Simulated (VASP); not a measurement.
# ZnO (zincite) (P6_3mc) in VASP: settings compared

Aim: see how the results for ZnO (zincite) move with the level of theory and the settings. Levels: revPBE+D4, LDA. Tasks: single point.

All numbers are computed with VASP 6.6.1; they aren't measurements. Logs are shortened: lines on timing, memory, paths and dates and some standing lists are left out, and cuts for length are marked.

**What was measured.**

“Electronic structure of alkaline earth and post-transition metal oxides”, 2009, arxiv:0908.1581 quotes, for a bulk crystal of ZnO: band gap 3.37 eV.

The runs below are set against these values where they give the same quantity.

### 1 The cell of the first run

Symmetry: P6_3mc, No. 186, hexagonal system. The conventional cell has a = 3.292 Å, b = 3.292 Å, c = 5.274 Å, α = 90.00°, β = 90.00°, γ = 120.00°. Zn (site symmetry 3m) has 4 O at 2.00 Å within 2.6 Å. O (site symmetry 3m) has 4 Zn at 2.00 Å within 2.6 Å.

### 2 Single point, revPBE+D4

INCAR reads:

```
SYSTEM = ZnO
PREC = Accurate
ENCUT = 520
EDIFF = 1E-6
ISMEAR = -1
SIGMA = 0.05
LREAL = .False.
LASPH = .True.
NELM = 60
ALGO = Normal
ISIF = 2
LWAVE = .False.
LCHARG = .False.
GGA = RE
IVDW = 13
NBANDS = 26
```

KPOINTS reads:

```
Automatic mesh
0
Gamma
  9 9 5
  0 0 0
```

POSCAR reads:

```
ZnO
1.0
    3.2920669561      0.0000000000      0.0000000000
   -1.6460334781      2.8510136149      0.0000000000
    0.0000000000      0.0000000000      5.2742130269
Zn O
2 2
Direct
    0.6666666667      0.3333333333      0.0000000000
    0.3333333333      0.6666666667      0.5000000000
    0.3333333333      0.6666666667      0.8790100000
    0.6666666667      0.3333333333      0.3790100000
```

Potentials or basis: VASP PAW PBE potentials, release 64 (Zn, O).

Launch:

```sh
cat potpaw_PBE.64/Zn/POTCAR potpaw_PBE.64/O/POTCAR > POTCAR
mpirun -np 1 vasp_std > vasp.out
```

OUTCAR:

```text
SYSTEM = ZnO
   PREC = Accurate
   ENCUT = 520
   EDIFF = 1E-6
   ISMEAR = -1
   LREAL = .False.
   LASPH = .True.
   NELM = 60
   ISIF = 2
   GGA = RE
   IVDW = 13

 ion  position               nearest neighbor table
   1  0.667  0.333  0.000-   4 2.00   3 2.00   3 2.00   3 2.00
   2  0.333  0.667  0.500-   3 2.00   4 2.00   4 2.00   4 2.00
   3  0.333  0.667  0.879-   2 2.00   1 2.00   1 2.00   1 2.00
   4  0.667  0.333  0.379-   1 2.00   2 2.00   2 2.00   2 2.00

  LATTYP: Found a hexagonal cell.
 ALAT       =     3.2920669561
 C/A-ratio  =     1.6020977390

  Lattice vectors:

 A1 = (   3.2920669561,   0.0000000000,   0.0000000000)
 A2 = (  -1.6460334781,   2.8510136149,   0.0000000000)
 A3 = (   0.0000000000,   0.0000000000,   5.2742130269)

Analysis of symmetry for initial positions (statically):
=====================================================================
 Subroutine PRICEL returns:
 Original cell was already a primitive cell.

 Routine SETGRP: Setting up the symmetry group for a
 hexagonal supercell.

 Subroutine GETGRP returns: Found 12 space group operations
 (whereof  6 operations were pure point group operations)
 out of a pool of 24 trial point group operations.

The static configuration has the point symmetry C_3v.
 The point group associated with its full space group is C_6v.

Analysis of symmetry for dynamics (positions and initial velocities):
=====================================================================
 Subroutine PRICEL returns:
 Original cell was already a primitive cell.

 Routine SETGRP: Setting up the symmetry group for a
 hexagonal supercell.

 Subroutine GETGRP returns: Found 12 space group operations
 (whereof  6 operations were pure point group operations)
 out of a pool of 24 trial point group operations.

The dynamic configuration has the point symmetry C_3v.
 The point group associated with its full space group is C_6v.

 Subroutine INISYM returns: Found 12 space group operations
 (whereof  6 operations are pure point group operations),
 and found     1 'primitive' translations

----------------------------------------------------------------------------------------

                                     Primitive cell

  volume of cell :      49.5023

  direct lattice vectors                    reciprocal lattice vectors
     3.292066956  0.000000000  0.000000000     0.303760529  0.175376223  0.000000000
    -1.646033478  2.851013615  0.000000000     0.000000000  0.350752446  0.000000000
     0.000000000  0.000000000  5.274213027     0.000000000  0.000000000  0.189601746

  length of vectors
     3.292066956  3.292066956  5.274213027     0.350752446  0.350752446  0.189601746

  position of ions in fractional coordinates (direct lattice)
     0.666666667  0.333333333  0.000000000
     0.333333333  0.666666667  0.500000000
     0.333333333  0.666666667  0.879010000
     0.666666667  0.333333333  0.379010000

  ion indices of the primitive-cell ions
   primitive index   ion index
                 1           1
                 2           2
                 3           3
                 4           4

----------------------------------------------------------------------------------------

 KPOINTS: Automatic mesh

Automatic generation of k-mesh.
 Grid dimensions read from file:
 generate k-points for:    9    9    5

 Generating k-lattice:

  Cartesian coordinates                     Fractional coordinates (reciprocal lattice)
     0.033751170  0.019486247  0.000000000     0.111111111  0.000000000  0.000000000
     0.000000000  0.038972494  0.000000000     0.000000000  0.111111111  0.000000000
     0.000000000  0.000000000  0.037920349     0.000000000  0.000000000  0.200000000

  Length of vectors
     0.038972494  0.038972494  0.037920349

  Shift w.r.t. Gamma in fractional coordinates (k-lattice)
     0.000000000  0.000000000  0.000000000

 Subroutine IBZKPT returns following result:
 ===========================================

 Found     36 irreducible k-points:

 Following reciprocal coordinates:
            Coordinates               Weight
  0.000000  0.000000  0.000000      1.000000
  0.111111  0.000000  0.000000      6.000000
  0.222222  0.000000  0.000000      6.000000
  0.333333  0.000000  0.000000      6.000000
  0.444444  0.000000  0.000000      6.000000
  0.111111  0.111111  0.000000      6.000000
[... 16 lines left out ...]
  0.333333  0.222222  0.200000     24.000000
  0.333333  0.333333  0.200000      4.000000
 [... further k-points ...]
   k-points           NKPTS =     36   k-points in BZ     NKDIM =     36   number of bands    NBANDS=     26
   number of dos      NEDOS =    301   number of ions     NIONS =      4
   total plane-waves  NPLWV =  23040
   dimension x,y,z NGX =    24 NGY =   24 NGZ =   40
   dimension x,y,z NGXF=    48 NGYF=   48 NGZF=   80
   ions per type =               2   2
   NGX,Y,Z   is equivalent  to a cutoff of  12.12, 12.12, 12.61 a.u.
   NGXF,Y,Z  is equivalent  to a cutoff of  24.24, 24.24, 25.22 a.u.
 SYSTEM =  ZnO
   PREC   = accura    normal or accurate (medium, high low for compatibility)
   ISTART =      0    job   : 0-new  1-cont  2-samecut
   ICHARG =      2    charge: 1-file 2-atom 10-const
   ISPIN  =      1    spin polarized calculation?
   LNONCOLLINEAR =      F non collinear calculations
   LSORBIT =      F    spin-orbit coupling
   LASPH  =      T    aspherical Exc in radial PAW
   ENCUT  =  520.0 eV  38.22 Ry    6.18 a.u.   6.12  6.12  9.81*2*pi/ulx,y,z
   NELM   =     60;   NELMIN=  2; NELMDL= -5     # of ELM steps
   EDIFF  = 0.1E-05   stopping-criterion for ELM
   LREAL  =      F    real-space projection
   EDIFFG = 0.1E-04   stopping-criterion for IOM
   NSW    =      0    number of steps for IOM
   IBRION =     -1    ionic relax: 0-MD 1-quasi-New 2-CG
   NFREE  =      0    steps in history (QN), initial steepest desc. (CG)
   ISIF   =      2    stress and relaxation
   ISYM   =      2    0-nonsym 1-usesym 2-fastsym
   POTIM  = 0.5000    time-step for ionic-motion
   TEBEG  =    0.0;   TEEND  =   0.0 temperature during run
   PSTRESS=    0.0 pullay stress
   NELECT =      36.0000    total number of electrons
   NUPDOWN=      -1.0000    fix difference up-down
   EMIN   =  10.00;   EMAX   =-10.00  energy-range for DOS
   EFERMI =   0.00;   METHOD = LEGACY
   ISMEAR =    -1;   SIGMA  =   0.05  broadening in eV -4-tet -1-fermi 0-gaus
   EFERMI_NEDOS =   21; number of points for ismear=-14 and -15
   IALGO  =     38    algorithm
   IMIX   =      4    mixing-type and parameters
     AMIX     =   0.40;   BMIX     =  1.00
     AMIX_MAG =   1.60;   BMIX_MAG =  1.00
  volume/ion in A,a.u.               =      12.38        83.51
  Fermi-wavevector in a.u.,A,eV,Ry     =   1.472201  2.782057 29.488940  2.167376
  Thomas-Fermi vector in A             =   2.587244
   LORBIT       =      0    0 simple, 1 ext, 2 COOP (PROOUT), +10 PAW based schemes
   GGA     = RE    functional components
   LHFCALC =     F    Hartree Fock is set to
   AEXX    =    0.0000 exact exchange contribution
   IVDW    =    13    specifies the selected vdW correction
   LEPSILON=     F    determine dielectric tensor
   LRPA    =     F    only Hartree local field effects (RPA)
 non-spin polarized calculation
  energy-cutoff  :      520.00
  volume of cell :       49.50
 maximum number of plane-waves:      1362
   NGX = 13   NGY = 13   NGZ = 19

 number of electron      36.0000020 magnetization

 Free energy of the ion-electron system (eV)
  ---------------------------------------------------
  ext. energy  EPLUGINS =         0.00000000
  ---------------------------------------------------
  free energy    TOTEN  =       -16.55259675 eV

  energy without entropy =      -16.55259300  energy(sigma->0) =      -16.55259487

 E-fermi :   1.4315     XC(G=0): -10.5097

 val. band max:        0.9886767881   @ k =   0.0000   0.0000   0.0000
 cond. band min:       1.7888634917   @ k =   0.0000   0.0000   0.0000
 fundamental gap:      0.8001867035
 Fermi energy:         1.4315232639

 k-point     1 :       0.0000    0.0000    0.0000
  band No.  band energies     occupation
      1     -16.8559      2.00000
      2     -16.1945      2.00000
      3      -4.5084      2.00000
      4      -4.5084      2.00000
      5      -4.4734      2.00000
      6      -4.3229      2.00000
[... 18 lines left out ...]
     25      14.9206      0.00000
     26      14.9352      0.00000

 k-point     2 :       0.1111    0.0000    0.0000
  band No.  band energies     occupation
      1     -16.7950      2.00000
      2     -16.1683      2.00000
      3      -4.5728      2.00000
      4      -4.4724      2.00000
      5      -4.4343      2.00000
      6      -4.3326      2.00000
[... 18 lines left out ...]
     25      15.0504      0.00000
     26      15.0711      0.00000

 k-point     3 :       0.2222    0.0000    0.0000
  band No.  band energies     occupation
      1     -16.6325      2.00000
      2     -16.1059      2.00000
      3      -4.6942      2.00000
      4      -4.4072      2.00000
      5      -4.3887      2.00000
      6      -4.2786      2.00000
[... 18 lines left out ...]
     25      14.4094      0.00000
     26      15.0298      0.00000

 k-point     4 :       0.3333    0.0000    0.0000
  band No.  band energies     occupation
      1     -16.4269      2.00000
      2     -16.0486      2.00000
      3      -4.7541      2.00000
      4      -4.4302      2.00000
      5      -4.3130      2.00000
      6      -4.1148      2.00000
[... 18 lines left out ...]
     25      14.2291      0.00000
     26      14.8603      0.00000

 k-point     5 :       0.4444    0.0000    0.0000
  band No.  band energies     occupation
      1     -16.2654      2.00000
      2     -16.0337      2.00000
      3      -4.7088      2.00000
      4      -4.4495      2.00000
      5      -4.2780      2.00000
      6      -3.9336      2.00000
[... 18 lines left out ...]
     25      14.0752      0.00000
     26      14.9604      0.00000

 k-point     6 :       0.1111    0.1111    0.0000
  band No.  band energies     occupation
      1     -16.6833      2.00000
      2     -16.1240      2.00000
      3      -4.6361      2.00000
      4      -4.4598      2.00000
      5      -4.3792      2.00000
      6      -4.3228      2.00000
[... 427 lines left out ...]
 k-point    21 :       0.4444    0.1111    0.2000
  band No.  band energies     occupation
      1     -16.1966      2.00000
      2     -16.0511      2.00000
      3      -4.6933      2.00000
      4      -4.4970      2.00000
      5      -4.2653      2.00000
      6      -3.9704      2.00000
[... 18 lines left out ...]
     25      13.8848      0.00000
     26      14.7172      0.00000

 k-point    22 :       0.2222    0.2222    0.2000
  band No.  band energies     occupation
      1     -16.2970      2.00000
      2     -16.0584      2.00000
      3      -4.6091      2.00000
      4      -4.5473      2.00000
      5      -4.2254      2.00000
      6      -4.1830      2.00000
[... 18 lines left out ...]
     25      12.9622      0.00000
     26      16.1318      0.00000

 k-point    23 :       0.3333    0.2222    0.2000
  band No.  band energies     occupation
      1     -16.1687      2.00000
      2     -16.0509      2.00000
      3      -4.5636      2.00000
      4      -4.3887      2.00000
      5      -4.2449      2.00000
      6      -4.0449      2.00000
[... 18 lines left out ...]
     25      13.7561      0.00000
     26      15.1281      0.00000

 k-point    24 :       0.3333    0.3333    0.2000
  band No.  band energies     occupation
      1     -16.0866      2.00000
      2     -16.0866      2.00000
      3      -4.4959      2.00000
      4      -4.2859      2.00000
      5      -4.2859      2.00000
      6      -3.9248      2.00000
[... 18 lines left out ...]
     25      14.5101      0.00000
     26      15.2837      0.00000

 [... further k-points ...]

------------------------ aborting loop because EDIFF is reached ----------------------------------------

  DFT-D4 for vdW energy calculation

  Edisp (eV):   -1.76962

  FORCE on cell =-STRESS in cart. coord.  units (eV):
  Direction    XX          YY          ZZ          XY          YZ          ZX
  --------------------------------------------------------------------------------------
  -------------------------------------------------------------------------------------
  Total      -1.06435    -1.06435    -0.56503     0.00000    -0.00000     0.00000
  in kB     -34.44839   -34.44839   -18.28746     0.00000    -0.00000     0.00000
  external pressure =      -29.06 kB  Pullay stress =        0.00 kB

 VOLUME and BASIS-vectors are now :
 -----------------------------------------------------------------------------
  energy-cutoff  :      520.00
  volume of cell :       49.50
      direct lattice vectors                 reciprocal lattice vectors
     3.292066956  0.000000000  0.000000000     0.303760529  0.175376223  0.000000000
    -1.646033478  2.851013615  0.000000000     0.000000000  0.350752446  0.000000000
     0.000000000  0.000000000  5.274213027     0.000000000  0.000000000  0.189601746

 POSITION                                       TOTAL-FORCE (eV/Angst)
 -----------------------------------------------------------------------------------
      1.64603      0.95034      0.00000         0.000000     -0.000000     -0.058431
     -0.00000      1.90068      2.63711        -0.000000      0.000000     -0.058431
     -0.00000      1.90068      4.63609        -0.000000     -0.000000      0.058431
      1.64603      0.95034      1.99898         0.000000      0.000000      0.058431
 -----------------------------------------------------------------------------------
    total drift:                               -0.000001     -0.000001     -0.001079

  FREE ENERGIE OF THE ION-ELECTRON SYSTEM (eV)
  ---------------------------------------------------
  free  energy   TOTEN  =       -18.3222157014 eV

  energy  without entropy=      -18.3222119431  energy(sigma->0) =      -18.32221382
```

Run time: 17 s. Hardware: 1 thread of Intel Xeon 6975P-C (Granite Rapids), shared host; peak memory 0.18 GiB.

What came out:

* Free energy: -18.3222 eV
* Pressure: -2.9 GPa
* Largest force: 0.058 eV/Å
* Band gap on the k mesh: 0.80 eV, direct
* Dispersion energy per atom: -0.442 eV

Forces on the atoms (eV/Å):
```
Zn   0.000  0.000 -0.058
Zn   0.000  0.000 -0.058
O    0.000  0.000  0.058
O    0.000  0.000  0.058
```

Levels at points of the mesh, in eV from the valence-band top:
```csv
k point,band 16,band 17,band 18,band 19,band 20,band 21
"(0.00, 0.00, 0.00)",-0.06,0.00,0.00,0.80,5.14,8.22
```

Caveat: the PAW data sets were made with another functional, which shifts forces and pressure a little.

### 3 Single point, LDA

INCAR reads:

```
ALGO = Normal
EDIFF = 1E-6
ENCUT = 520
ISIF = 2
ISMEAR = -1
LASPH = T
LCHARG = F
LREAL = F
LWAVE = F
NBANDS = 26
NELM = 80
PREC = Accurate
SIGMA = 0.05
```

KPOINTS reads:

```
k-points
0
Gamma
  9 9 5
```

POSCAR is that of step 2.

Potentials or basis: VASP PAW LDA potentials, release 64 (Zn, O).

Launch:

```sh
cat potpaw_LDA.64/Zn/POTCAR potpaw_LDA.64/O/POTCAR > POTCAR
mpirun -np 1 vasp_std > vasp.out
```

Run time: 14 s. Hardware: 1 thread of Intel Xeon 6975P-C (Granite Rapids), shared host; peak memory 0.16 GiB.

It converged, with:

```
Free energy            : -21.0224 eV
Pressure               : -10.8 GPa
Largest force          : 0.042 eV/Å
Band gap on the k mesh : 0.68 eV, direct
```

Forces in eV/Å, atoms in the order of the input:
```
Zn   0.000  0.000 -0.042
Zn   0.000  0.000 -0.042
O    0.000  0.000  0.042
O    0.000  0.000  0.042
```

Stress tensor (GPa, compression positive):
```
-11.37   0.00   0.00
  0.00 -11.37   0.00
  0.00   0.00  -9.76
```

Levels at points of the mesh, in eV from the valence-band top:
| k point | band 14 | band 15 | band 16 | band 17 | band 18 | band 19 | band 20 | band 21 | band 22 | band 23 |
| --- | --- | --- | --- | --- | --- | --- | --- | --- | --- | --- |
| (0.00, 0.00, 0.00) | -0.77 | -0.77 | -0.06 | 0.00 | 0.00 | 0.68 | 4.94 | 7.99 | 12.44 | 12.44 |

A hybrid or GW would open this gap; LDA tends to underestimate it.

### 4 Single point, revPBE+D4

This run uses another cell than the first one, of 12.61 Å³/atom, 1.019 times its volume.

INCAR reads:

```
SYSTEM = ZnO
PREC = Accurate ; ENCUT = 520
EDIFF = 1E-6 ; ISMEAR = -1
SIGMA = 0.05 ; LREAL = .False.
LASPH = .True. ; NELM = 60
ALGO = Normal ; ISIF = 2
LWAVE = .False. ; LCHARG = .False.
GGA = RE ; IVDW = 13
NBANDS = 26
```

KPOINTS reads:

```
regular mesh
0
Gamma
  9 9 5
  0 0 0
```

POSCAR reads:

```
ZnO
1.0
    3.3130361008      0.0000000000      0.0000000000
   -1.6565180504      2.8691734269      0.0000000000
    0.0000000000      0.0000000000      5.3078076462
Zn O
2 2
Direct
    0.6666666667      0.3333333333      0.0000000000
    0.3333333333      0.6666666667      0.5000000000
    0.3333333333      0.6666666667      0.8790100000
    0.6666666667      0.3333333333      0.3790100000
```

Potentials or basis: VASP PAW PBE potentials, release 64 (Zn, O).

Launch:

```sh
cat potpaw_PBE.64/Zn/POTCAR potpaw_PBE.64/O/POTCAR > POTCAR
mpirun -np 1 vasp_std > vasp.out
```

Wall time 24 s (1 thread of Intel Xeon 6975P-C (Granite Rapids), shared host); peak memory 0.19 GiB.

Results (log left out):

* Free energy: -18.2990 eV
* Pressure: -5.1 GPa
* Largest force: 0.053 eV/Å
* Band gap on the k mesh: 0.77 eV, direct
* Dispersion energy per atom: -0.433 eV

Forces on the atoms (eV/Å):
```
Zn   0.000  0.000 -0.053
Zn   0.000  0.000 -0.053
O    0.000  0.000  0.053
O    0.000  0.000  0.053
```

Stress tensor (GPa, compression positive):
```
-5.58  0.00  0.00
 0.00 -5.58  0.00
 0.00  0.00 -4.07
```

Levels at points of the mesh, in eV from the valence-band top:
```csv
k point,band 14,band 15,band 16,band 17,band 18,band 19,band 20,band 21,band 22,band 23
"(0.00, 0.00, 0.00)",-0.74,-0.74,-0.05,0.00,0.00,0.77,5.07,8.15,12.63,12.63
```

Caveat: the PAW data sets were made with another functional, which shifts forces and pressure a little. A hybrid or GW would open this gap; revPBE tends to underestimate it.

### 5 Summary

```csv
level,potentials or basis,cell,gap on the mesh (eV),pressure (GPa),largest force (eV/Å)
revPBE+D4,"VASP PAW PBE potentials, release 64 (Zn, O)","a = 3.292, b = 3.292, c = 5.274 Å, angles 90.0, 90.0, 120.0°, 4 atoms",0.80,-2.9,0.06
LDA,"VASP PAW LDA potentials, release 64 (Zn, O)","a = 3.292, b = 3.292, c = 5.274 Å, angles 90.0, 90.0, 120.0°, 4 atoms",0.68,-10.8,0.04
revPBE+D4,"VASP PAW PBE potentials, release 64 (Zn, O)","a = 3.313, b = 3.313, c = 5.308 Å, angles 90.0, 90.0, 120.0°, 4 atoms",0.77,-5.1,0.05
```

Alike in all rows: task single point; no spin polarisation; k mesh 9 × 9 × 5; cutoff (eV) 520; smearing fermi-dirac 0.05 eV.

Caveats: the PAW data sets were made with another functional, which shifts forces and pressure a little (some runs).

Absolute energies hang on the potentials; compare differences alone.

### 6 How close it comes

Step 2. A measured gap of ZnO is 3.37 eV (quoted in “Electronic structure of alkaline earth and post-transition metal oxides”, 2009, arxiv:0908.1581); the calculated 0.80 eV misses it by -2.57 eV. So large a miss can be the level of theory's own, or it may mean another phase, state or a wrong row. The value is that of revPBE+D4, without temperature or zero-point motion. Semilocal functionals fall short of measured gaps as a rule.
